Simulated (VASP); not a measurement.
# SiNi (Pmmn) in VASP: a series of runs

Runs on SiNi. Level: LDA. Tasks: single point.

Everything below comes from runs of VASP 6.6.1. Logs are shortened: lines on timing, memory, paths and dates and some standing lists are left out, and cuts for length are marked.

**1. The cell of the first run**

Symmetry: Pmmn, No. 59, orthorhombic system. The conventional cell has a = 2.923 Å, b = 3.258 Å, c = 4.646 Å, α = 90.00°, β = 90.00°, γ = 90.00°. Ni (site symmetry mm2) has 6 Si at 2.32 to 2.35 Å and 6 Ni at 2.63 to 2.92 Å within 3.1 Å. Within 3.1 Å of Si (site symmetry mm2) lie 6 Ni at 2.32 to 2.35 Å and 6 Si at 2.63 to 2.92 Å.

**2. Single point, LDA, collinear spin, ferromagnetic start**

INCAR reads:

```
SYSTEM = SiNi
  PREC = Accurate
  ENCUT = 690
  EDIFF = 1E-6
  ISMEAR = -1
  SIGMA = 0.05
  LREAL = .False.
  LASPH = .True.
  NELM = 200
  ALGO = Normal
  ISIF = 2
  LWAVE = .False.
  LCHARG = .False.
  ISPIN = 2
  MAGMOM = 1 1 0 0
  LORBIT = 11
  LMAXMIX = 4
  GGA = CA
  NBANDS = 34
  GGA_COMPAT = .False.
```

KPOINTS reads:

```
regular mesh
0
Gamma
  9 8 6
  0 0 0
```

POSCAR reads:

```
SiNi
1.0
    2.9230199262      0.0000000000      0.0000000000
    0.0000000000      3.2583092690      0.0000000000
    0.0000000000      0.0000000000      4.6460535540
Ni Si
2 2
Direct
    0.5000000000      0.5000000000      0.3424955900
    0.0000000000      0.0000000000      0.6575044100
    0.5000000000      0.5000000000      0.8431431600
    0.0000000000      0.0000000000      0.1568568400
```

Potentials or basis: VASP PAW LDA potentials, release 64 (Ni_sv_GW, Si).

Command:

```console
$ cat potpaw_LDA.64/Ni_sv_GW/POTCAR potpaw_LDA.64/Si/POTCAR > POTCAR
$ mpirun -np 1 vasp_std > vasp.out
```

OUTCAR:

```text
SYSTEM = SiNi
   PREC = Accurate
   ENCUT = 690
   EDIFF = 1E-6
   ISMEAR = -1
   LREAL = .False.
   LASPH = .True.
   NELM = 200
   ISIF = 2
   ISPIN = 2
   LORBIT = 11
   GGA = CA

 ion  position               nearest neighbor table
   1  0.500  0.500  0.342-   3 2.32   3 2.33   4 2.35   4 2.35   4 2.35   4 2.35   2 2.63   2 2.63
                             2 2.63   2 2.63
   2  0.000  0.000  0.658-   4 2.32   4 2.33   3 2.35   3 2.35   3 2.35   3 2.35   1 2.63   1 2.63
                             1 2.63   1 2.63
   3  0.500  0.500  0.843-   1 2.32   1 2.33   2 2.35   2 2.35   2 2.35   2 2.35   4 2.63   4 2.63
                             4 2.63   4 2.63
   4  0.000  0.000  0.157-   2 2.32   2 2.33   1 2.35   1 2.35   1 2.35   1 2.35   3 2.63   3 2.63
                             3 2.63   3 2.63

  LATTYP: Found a simple orthorhombic cell.
 ALAT       =     2.9230199262
 B/A-ratio  =     1.1147064855
 C/A-ratio  =     1.5894703667

  Lattice vectors:

 A1 = (   2.9230199262,   0.0000000000,   0.0000000000)
 A2 = (   0.0000000000,   3.2583092690,   0.0000000000)
 A3 = (   0.0000000000,   0.0000000000,   4.6460535540)

Analysis of symmetry for initial positions (statically):
=====================================================================
 Subroutine PRICEL returns:
 Original cell was already a primitive cell.

 Routine SETGRP: Setting up the symmetry group for a
 simple orthorhombic supercell.

 Subroutine GETGRP returns: Found  8 space group operations
 (whereof  4 operations were pure point group operations)
 out of a pool of  8 trial point group operations.

The static configuration has the point symmetry C_2v.
 The point group associated with its full space group is D_2h.

Analysis of symmetry for dynamics (positions and initial velocities):
=====================================================================
 Subroutine PRICEL returns:
 Original cell was already a primitive cell.

 Routine SETGRP: Setting up the symmetry group for a
 simple orthorhombic supercell.

 Subroutine GETGRP returns: Found  8 space group operations
 (whereof  4 operations were pure point group operations)
 out of a pool of  8 trial point group operations.

The dynamic configuration has the point symmetry C_2v.
 The point group associated with its full space group is D_2h.

Analysis of structural, dynamic, and magnetic symmetry:
=====================================================================
 Subroutine PRICEL returns:
 Original cell was already a primitive cell.

 Routine SETGRP: Setting up the symmetry group for a
 simple orthorhombic supercell.

 Subroutine GETGRP returns: Found  8 space group operations
 (whereof  4 operations were pure point group operations)
 out of a pool of  8 trial point group operations.

The overall configuration has the point symmetry C_2v.
 The point group associated with its full space group is D_2h.

 Subroutine INISYM returns: Found  8 space group operations
 (whereof  4 operations are pure point group operations),
 and found     1 'primitive' translations

----------------------------------------------------------------------------------------

                                     Primitive cell

  volume of cell :      44.2495

  direct lattice vectors                    reciprocal lattice vectors
     2.923019926  0.000000000  0.000000000     0.342111934  0.000000000  0.000000000
     0.000000000  3.258309269  0.000000000     0.000000000  0.306907638  0.000000000
     0.000000000  0.000000000  4.646053554     0.000000000  0.000000000  0.215236434

  length of vectors
     2.923019926  3.258309269  4.646053554     0.342111934  0.306907638  0.215236434

  position of ions in fractional coordinates (direct lattice)
     0.500000000  0.500000000  0.342495590
     0.000000000  0.000000000  0.657504410
     0.500000000  0.500000000  0.843143160
     0.000000000  0.000000000  0.156856840

  ion indices of the primitive-cell ions
   primitive index   ion index
                 1           1
                 2           2
                 3           3
                 4           4

----------------------------------------------------------------------------------------

 KPOINTS: regular mesh

Automatic generation of k-mesh.
 Grid dimensions read from file:
 generate k-points for:    9    8    6

 Generating k-lattice:

  Cartesian coordinates                     Fractional coordinates (reciprocal lattice)
     0.038012437  0.000000000  0.000000000     0.111111111  0.000000000  0.000000000
     0.000000000  0.038363455  0.000000000     0.000000000  0.125000000  0.000000000
     0.000000000  0.000000000  0.035872739     0.000000000  0.000000000  0.166666667

  Length of vectors
     0.038012437  0.038363455  0.035872739

  Shift w.r.t. Gamma in fractional coordinates (k-lattice)
     0.000000000  0.000000000  0.000000000

 Subroutine IBZKPT returns following result:
 ===========================================

[... 33 lines left out ...]
   LREAL  =      F    real-space projection
[... 7 lines left out ...]
   TEBEG  =    0.0;   TEEND  =   0.0 temperature during run
   PSTRESS=    0.0 pullay stress
   NELECT =      44.0000    total number of electrons
   NUPDOWN=      -1.0000    fix difference up-down
   EMIN   =  10.00;   EMAX   =-10.00  energy-range for DOS
   EFERMI =   0.00;   METHOD = LEGACY
   ISMEAR =    -1;   SIGMA  =   0.05  broadening in eV -4-tet -1-fermi 0-gaus
   EFERMI_NEDOS =   21; number of points for ismear=-14 and -15
   IALGO  =     38    algorithm
   IMIX   =      4    mixing-type and parameters
     AMIX     =   0.40;   BMIX     =  1.00
     AMIX_MAG =   1.60;   BMIX_MAG =  1.00
  volume/ion in A,a.u.               =      11.06        74.65
  Fermi-wavevector in a.u.,A,eV,Ry     =   1.634016  3.087842 36.327666  2.670008
  Thomas-Fermi vector in A             =   2.725725
   LORBIT       =     11    0 simple, 1 ext, 2 COOP (PROOUT), +10 PAW based schemes
   GGA     = CA    functional components
   LHFCALC =     F    Hartree Fock is set to
   AEXX    =    0.0000 exact exchange contribution
   IVDW    =     0    specifies the selected vdW correction
   LEPSILON=     F    determine dielectric tensor
   LRPA    =     F    only Hartree local field effects (RPA)
 spin polarized calculation
  energy-cutoff  :      690.00
  volume of cell :       44.25
 maximum number of plane-waves:      1842
 NGX is ok and might be reduce to    28
   NGX = 13   NGY = 13   NGZ = 19

 number of electron      43.9999998 magnetization      -0.0001357

 number of electron      43.9999998 magnetization       0.0000763

 Free energy of the ion-electron system (eV)
  ---------------------------------------------------
  ext. energy  EPLUGINS =         0.00000000
  ---------------------------------------------------
  free energy    TOTEN  =       -29.06400435 eV

  energy without entropy =      -29.05601768  energy(sigma->0) =      -29.06001102

 E-fermi :  11.1488     XC(G=0): -13.2547

 val. band max:       11.0901142223   @ k =   0.4444   0.3750   0.5000
 cond. band min:      11.1753213878   @ k =   0.4444   0.5000   0.3333
 fundamental gap:      0.0852071655
 Fermi energy:        11.1487602567

 spin component 1

 k-point     1 :       0.0000    0.0000    0.0000
  band No.  band energies     occupation
      1     -91.8761      1.00000
      2     -91.8648      1.00000
      3     -53.0186      1.00000
      4     -52.9861      1.00000
      5     -52.8978      1.00000
      6     -52.8544      1.00000
[... 877 lines left out ...]
     33      28.2489      0.00000
     34      28.5029      0.00000

 [... further k-points ...]

 spin component 2

 k-point     1 :       0.0000    0.0000    0.0000
  band No.  band energies     occupation
      1     -91.8760      1.00000
      2     -91.8648      1.00000
      3     -53.0186      1.00000
      4     -52.9861      1.00000
      5     -52.8978      1.00000
      6     -52.8544      1.00000
[... 877 lines left out ...]
     33      28.2842      0.00000
     34      28.8777      0.00000

 [... further k-points ...]

------------------------ aborting loop because EDIFF is reached ----------------------------------------

  FORCE on cell =-STRESS in cart. coord.  units (eV):
  Direction    XX          YY          ZZ          XY          YZ          ZX
  --------------------------------------------------------------------------------------
  -------------------------------------------------------------------------------------
  Total       -0.1631374     -0.1708894     -0.6323822      0.0000000      0.0000000      0.0000000
  in kB       -5.9068475     -6.1875327    -22.8971751      0.0000000      0.0000000      0.0000000
  external PRESSURE =     -11.6638518 kB  Pullay stress =       0.0000000 kB

 VOLUME and BASIS-vectors are now :
 -----------------------------------------------------------------------------
  energy-cutoff  :      690.00
  volume of cell :       44.25
      direct lattice vectors                 reciprocal lattice vectors
     2.923019926  0.000000000  0.000000000     0.342111934  0.000000000  0.000000000
     0.000000000  3.258309269  0.000000000     0.000000000  0.306907638  0.000000000
     0.000000000  0.000000000  4.646053554     0.000000000  0.000000000  0.215236434

 POSITION                                       TOTAL-FORCE (eV/Angst)
 -----------------------------------------------------------------------------------
      1.46151      1.62915      1.59125         0.000000      0.000000      0.062500
      0.00000      0.00000      3.05480         0.000000      0.000000     -0.062500
      1.46151      1.62915      3.91729         0.000000      0.000000     -0.188146
      0.00000      0.00000      0.72877         0.000000      0.000000      0.188146
 -----------------------------------------------------------------------------------
    total drift:                                0.000000      0.000000     -0.000000

  FREE ENERGIE OF THE ION-ELECTRON SYSTEM (eV)
  ---------------------------------------------------
  free  energy   TOTEN  =       -29.0640043488 eV

  energy  without entropy=      -29.0560176843  energy(sigma->0) =      -29.06001102

 total charge

# of ion       s       p       d       f       tot
--------------------------------------------------
    1        2.235   6.381   7.919   0.004  16.539
    2        2.235   6.381   7.919   0.004  16.539
    3        0.753   0.890   0.000   0.000   1.644
    4        0.753   0.890   0.000   0.000   1.644
--------------------------------------------------
tot          5.976  14.543  15.839   0.008  36.366

 magnetization (x)

# of ion       s       p       d       f       tot
--------------------------------------------------
    1        0.000   0.000  -0.000   0.000  -0.000
    2        0.000   0.000  -0.000   0.000  -0.000
    3       -0.000  -0.000   0.000   0.000  -0.000
    4       -0.000  -0.000   0.000   0.000  -0.000
--------------------------------------------------
tot         -0.000  -0.000  -0.000   0.000  -0.000
```

It took 7.9 min on 1 thread of Intel Xeon Platinum 8488C (Sapphire Rapids), shared host; peak memory 0.43 GiB.

What came out:

| Item | Value |
| --- | --- |
| Free energy | -29.0640 eV |
| Pressure | -1.2 GPa |
| Largest force | 0.188 eV/Å |
| Band gap on the k mesh | zero (filled and empty bands overlap) |
| Net moment | 0.00 μB per cell |
| Valence electrons inside the program's atomic spheres | Ni 16.54; Si 1.64 |

Forces in eV/Å, atoms in the order of the input:
```
Ni   0.000  0.000  0.062
Ni   0.000  0.000 -0.062
Si   0.000  0.000 -0.188
Si   0.000  0.000  0.188
```

Stress tensor (GPa, compression positive):
```
-0.59  0.00  0.00
 0.00 -0.62  0.00
 0.00  0.00 -2.29
```

Caveat: the moments typed at the start vanished in this run.

**3. Single point, LDA, collinear spin, ferromagnetic start**

This run uses another cell than the first one, of 11.97 Å³/atom.

INCAR reads:

```
SYSTEM = SiNi
ALGO     = Normal         ! electronic algorithm
EDIFF    = 1E-6           ! SCF threshold, eV
ENCUT    = 690            ! plane-wave cutoff, eV
GGA_COMPAT= .FALSE.      
ISIF     = 2              ! what is computed and relaxed
ISMEAR   = -1             ! smearing method
ISPIN    = 2              ! spin polarisation
LASPH    = .TRUE.         ! aspherical terms in the spheres
LCHARG   = .FALSE.        ! write CHGCAR
LMAXMIX  = 4              ! l up to which the mixer works
LORBIT   = 11             ! projections on sites
LREAL    = .FALSE.        ! projectors in reciprocal space
LWAVE    = .FALSE.        ! write WAVECAR
MAGMOM   = 1 1 0 0        ! initial moments
NBANDS   = 34             ! bands
NELM     = 200            ! most SCF steps
PREC     = Accurate       ! precision mode
SIGMA    = 0.05           ! smearing width, eV
```

KPOINTS reads:

```
k-points
0
G
  9 8 6
  0 0 0
```

POSCAR reads:

```
SiNi
1.0
    3.0004866984      0.0000000000      0.0000000000
    0.0000000000      3.3446619823      0.0000000000
    0.0000000000      0.0000000000      4.7691846927
Ni Si
2 2
Direct
    0.5000000000      0.5000000000      0.3424955900
    0.0000000000      0.0000000000      0.6575044100
    0.5000000000      0.5000000000      0.8431431600
    0.0000000000      0.0000000000      0.1568568400
```

Potentials or basis: VASP PAW LDA potentials, release 64 (Ni_sv_GW, Si).

Command:

```console
$ cat potpaw_LDA.64/Ni_sv_GW/POTCAR potpaw_LDA.64/Si/POTCAR > POTCAR
$ mpirun -np 1 vasp_std > vasp.out
```

Run time: 8.5 min. Hardware: 1 thread of Intel Xeon Platinum 8488C (Sapphire Rapids), shared host; peak memory 0.45 GiB.

Results (log left out):

```
Free energy                                           : -28.8912 eV
Pressure                                              : -15.5 GPa
Largest force                                         : 0.325 eV/Å
Band gap on the k mesh                                : zero (filled and empty bands overlap)
Net moment                                            : 0.00 μB per cell
Valence electrons inside the program's atomic spheres : Ni 16.45; Si 1.59
```

Forces in eV/Å, atoms in the order of the input:
```
Ni   0.000  0.000 -0.155
Ni   0.000  0.000  0.155
Si   0.000  0.000 -0.325
Si   0.000  0.000  0.325
```

Stress tensor (GPa, compression positive):
```
-13.03   0.00   0.00
  0.00 -14.56   0.00
  0.00   0.00 -19.05
```

Levels at points of the mesh, in eV from the Fermi level:
Spin up:
| k point | band 18 | band 19 | band 20 | band 21 | band 22 | band 23 | band 24 | band 25 | band 26 | band 27 |
| --- | --- | --- | --- | --- | --- | --- | --- | --- | --- | --- |
| (0.00, 0.00, 0.00) | -2.53 | -2.19 | -1.93 | -1.89 | -1.27 | 1.18 | 2.47 | 4.89 | 5.43 | 6.82 |
| (0.00, 0.50, 0.00) | -2.60 | -2.12 | -2.12 | -2.05 | -2.05 | 1.03 | 1.03 | 4.74 | 4.74 | 7.63 |
| (0.00, 0.00, 0.50) | -2.62 | -2.53 | -1.97 | 1.04 | 1.57 | 1.82 | 2.32 | 2.74 | 3.42 | 4.31 |
| (0.00, 0.50, 0.50) | -2.39 | -1.92 | -1.92 | -1.92 | -1.92 | 5.02 | 5.02 | 5.13 | 5.13 | 6.90 |
Spin down:
| k point | band 20 | band 21 | band 22 | band 23 | band 24 | band 25 |
| --- | --- | --- | --- | --- | --- | --- |
| (0.00, 0.00, 0.00) | -1.93 | -1.89 | -1.27 | 1.18 | 2.47 | 4.89 |
| (0.00, 0.50, 0.00) | -2.12 | -2.05 | -2.05 | 1.03 | 1.03 | 4.74 |
| (0.00, 0.00, 0.50) | -1.97 | 1.04 | 1.57 | 1.82 | 2.32 | 2.74 |
| (0.00, 0.50, 0.50) | -1.92 | -1.92 | -1.92 | 5.02 | 5.02 | 5.13 |

Caveat: the stress differs along the axes, from -19 to -13 GPa; the moments typed at the start vanished in this run.

**4. Single point, LDA, collinear spin, ferromagnetic start**

This run uses another cell than the first one, of 11.04 Å³/atom.

INCAR reads:

```
SYSTEM = SiNi
PREC     = Accurate       ! precision mode
ENCUT    = 690            ! plane-wave cutoff, eV
EDIFF    = 1E-6           ! SCF threshold, eV
ISMEAR   = -1             ! smearing method
SIGMA    = 0.05           ! smearing width, eV
LREAL    = .FALSE.        ! projectors in reciprocal space
LASPH    = .TRUE.         ! aspherical terms in the spheres
NELM     = 200            ! most SCF steps
ALGO     = Normal         ! electronic algorithm
ISIF     = 2              ! what is computed and relaxed
LWAVE    = .FALSE.        ! write WAVECAR
LCHARG   = .FALSE.        ! write CHGCAR
ISPIN    = 2              ! spin polarisation
MAGMOM   = 1 1 0 0        ! initial moments
LORBIT   = 11             ! projections on sites
LMAXMIX  = 4              ! l up to which the mixer works
GGA      = CA             ! functional
NBANDS   = 34             ! bands
GGA_COMPAT= .FALSE.
```

KPOINTS reads:

```
regular mesh
0
G
  9 8 6
  0 0 0
```

POSCAR reads:

```
SiNi
1.0
    2.9262299618      0.0000000000      0.0000000000
    0.0000000000      3.2633725875      0.0000000000
    0.0000000000      0.0000000000      4.6228216781
Ni Si
2 2
Direct
    0.5000000000      0.5000000000      0.3430287291
    0.0000000000      0.0000000000      0.6569712709
    0.5000000000      0.5000000000      0.8409109805
    0.0000000000      0.0000000000      0.1590890195
```

Command:

```console
$ cat potpaw_LDA.64/Ni_sv_GW/POTCAR potpaw_LDA.64/Si/POTCAR > POTCAR
$ mpirun -np 1 vasp_std > vasp.out
```

Wall time 6.6 min (1 thread of Intel Xeon Platinum 8488C (Sapphire Rapids), shared host); peak memory 0.43 GiB.

It converged, with:

```
Free energy                                           : -29.0666 eV
Pressure                                              : -0.4 GPa
Largest force                                         : 0.021 eV/Å
Band gap on the k mesh                                : zero (filled and empty bands overlap)
Net moment                                            : 0.00 μB per cell
Valence electrons inside the program's atomic spheres : Ni 16.55; Si 1.65
```

Forces on the atoms (eV/Å):
```
Ni   0.000  0.000  0.021
Ni   0.000  0.000 -0.021
Si   0.000  0.000  0.019
Si   0.000  0.000 -0.019
```

Stress tensor (GPa, compression positive):
```
-0.55  0.00  0.00
 0.00 -0.45  0.00
 0.00  0.00 -0.23
```

Levels at points of the mesh, in eV from the Fermi level:
Spin up:
| k point | band 19 | band 20 | band 21 | band 22 | band 23 | band 24 | band 25 | band 26 |
| --- | --- | --- | --- | --- | --- | --- | --- | --- |
| (0.00, 0.00, 0.00) | -2.48 | -2.18 | -2.15 | -1.47 | 1.20 | 2.80 | 5.23 | 5.66 |
| (0.00, 0.50, 0.00) | -2.39 | -2.39 | -2.33 | -2.33 | 1.20 | 1.20 | 5.03 | 5.03 |
| (0.00, 0.00, 0.50) | -2.87 | -2.23 | 1.15 | 1.50 | 2.08 | 2.45 | 2.98 | 3.80 |
| (0.00, 0.50, 0.50) | -2.17 | -2.17 | -2.17 | -2.17 | 5.36 | 5.36 | 5.48 | 5.48 |
Spin down:
| k point | band 20 | band 21 | band 22 | band 23 | band 24 | band 25 |
| --- | --- | --- | --- | --- | --- | --- |
| (0.00, 0.00, 0.00) | -2.18 | -2.15 | -1.47 | 1.20 | 2.80 | 5.23 |
| (0.00, 0.50, 0.00) | -2.39 | -2.33 | -2.33 | 1.20 | 1.20 | 5.03 |
| (0.00, 0.00, 0.50) | -2.23 | 1.15 | 1.50 | 2.08 | 2.45 | 2.98 |
| (0.00, 0.50, 0.50) | -2.17 | -2.17 | -2.17 | 5.36 | 5.36 | 5.48 |

Caveat: the moments typed at the start vanished in this run.

**5. The runs side by side**

| cell | gap on the mesh (eV) | pressure (GPa) | moment (μB) | largest force (eV/Å) |
| --- | --- | --- | --- | --- |
| a = 2.923, b = 3.258, c = 4.646 Å, 4 atoms, atomic positions A | none | -1.2 | 0.00 | 0.19 |
| a = 3.000, b = 3.345, c = 4.769 Å, 4 atoms, atomic positions A | none | -15.5 | 0.00 | 0.32 |
| a = 2.926, b = 3.263, c = 4.623 Å, 4 atoms, atomic positions B | none | -0.4 | 0.00 | 0.02 |

Alike in all rows: task single point; level LDA; potentials or basis VASP PAW LDA potentials, release 64 (Ni_sv_GW, Si); spin collinear, ferromagnetic start; k mesh 9 × 8 × 6; cutoff (eV) 690; smearing fermi-dirac 0.05 eV.

Caveats: the moments typed at the start vanished in this run; the stress differs along the axes, from -19 to -13 GPa (at least some runs).

Absolute energies hang on the potentials; compare differences alone.

The gap in the log of VASP goes by the Fermi energy; the results here count the filled bands.